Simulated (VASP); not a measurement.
Write the native input for VASP 6.6.1 that does the following.

```yaml
Task: single point
Functional: LDA
Potentials_or_basis: VASP PAW LDA potentials, release 64 (Fe)
Cutoff: 520 eV
k_mesh: 13 × 13 × 13
Occupations: fermi-dirac, width 0.05 eV
Spin: collinear spin, ferromagnetic start
Starting_moments: "[3.0] μB"
Dipole_correction: no
Further_INCAR_settings: ALGO = Normal; EDIFF = 1e-06; NBANDS = 14
```

The structure of Fe lies in POSCAR:

```
Fe
1.0
    0.0000000000      1.9672918273      1.9909647747
    1.5181582831      0.0000000000      1.9909647747
    1.5181582831      1.9672918273      0.0000000000
Fe
1
Direct
    0.0000000000      0.0000000000      0.0000000000
```

This cell differs from its parent crystal: volume scaled by 1.04.

One way to write it, as run:

INCAR

```
SYSTEM = Fe
PREC = Accurate
ENCUT = 520
EDIFF = 1E-6
ISMEAR = -1
SIGMA = 0.05
LREAL = .False.
LASPH = .True.
NELM = 150
ALGO = Normal
ISIF = 2
LWAVE = .False.
LCHARG = .False.
ISPIN = 2
MAGMOM = 3
LORBIT = 11
LMAXMIX = 4
NBANDS = 14
```

KPOINTS

```
regular mesh
0
Gamma
  13 13 13
  0 0 0
```

Potentials or basis: VASP PAW LDA potentials, release 64 (Fe).

The run is started by

```console
$ cat potpaw_LDA.64/Fe/POTCAR > POTCAR
$ mpirun -np 1 vasp_std > vasp.out
```

It gave:

```
Pressure                                              : -24.5 GPa
Net moment                                            : 2.19 μB per cell
Site moments                                          : Fe +2.17 μB
Valence electrons inside the program's atomic spheres : Fe 7.19
```

Wall time 45 s on 1 thread of Intel(R) Xeon(R) Platinum 8375C CPU @ 2.90GHz (Ice Lake), on a shared host, peak memory 0.19 GiB.
